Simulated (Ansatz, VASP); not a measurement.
## One calculation of AlNi, two programs

File INCAR:

```
SYSTEM = AlNi
PREC = Accurate
ENCUT = 520
EDIFF = 1E-7
ISMEAR = -1
SIGMA = 0.1
LREAL = .FALSE.
LASPH = .TRUE.
NELM = 150
ALGO = Normal
ISIF = 2
LWAVE = .FALSE.
LCHARG = .FALSE.
ISPIN = 2
MAGMOM = 0 1
LORBIT = 11
LMAXMIX = 4
GGA = PE
NBANDS = 18
```

File KPOINTS:

```
Automatic mesh
0
G
  7 7 7
  0 0 0
```

File POSCAR:

```
AlNi
1.0
    2.8511761818     -0.0133020965     -0.0237093844
   -0.0133020965      2.8705884281     -0.0001302163
   -0.0237093844     -0.0001302163      2.9296164815
Al Ni
1 1
Direct
    0.9994100000      0.0032500000      0.0032900000
    0.5028600000      0.4880900000      0.5061600000
```

Input for Ansatz:

```yaml
crystal:
  lattice:
    - [2.851176181779217, -0.013302096546573265, -0.023709384432032316]
    - [-0.013302096546573265, 2.870588428094924, -0.00013021630655531057]
    - [-0.023709384432032316, -0.00013021630655531057, 2.929616481520343]
  atoms:
    - { symbol: Al, position: [0.99941, 0.00325, 0.00329] }
    - { symbol: Ni, position: [0.50286, 0.48809, 0.50616], spin: 1.0 }
basis:
  ecutwfc: 540.0
  xc_grid: 2
kpoints:
  mp_grid:
    grid: [7, 7, 7]
hamiltonian:
  xc: pbe
magnetization:
  spin_polarized: true
scf:
  convergence:
    dr2_threshold: 1.0e-09
  occupations:
    method: fermi_dirac
output:
  forces: true
  stress: true
```

Alike in both runs: task single point; functional PBE; k mesh 7 × 7 × 7; collinear spin.

|  | VASP | Ansatz |
| --- | --- | --- |
| version | VASP 6.6.1 | Ansatz 0.2.0 |
| potentials or method | VASP PAW PBE potentials, release 64 (Al, Ni), cutoff 520 eV | plane waves, PAW |
| occupations | fermi-dirac, width 0.1 eV | fermi-dirac |
| valence electrons in the cell | 13 | 21 |

```csv
,VASP,Ansatz,Ansatz less VASP
pressure (GPa),1.8,1.8,0.00
"traceless stress, the component that is largest in VASP (GPa)",1.89,1.88,-0.010
rms of the force components (eV/Å),0.153,0.152,-0.0006
net moment per atom (μB),0.00,0.00,0.000
```

Atom by atom the forces differ by 0.001 eV/Å (rms over components). VASP's potentials hold 13 valence electrons a cell and Ansatz's 21, so a difference there can come from the potentials and not from the codes. Ansatz's warnings: seeded moment not kept, stress scf threshold loose.
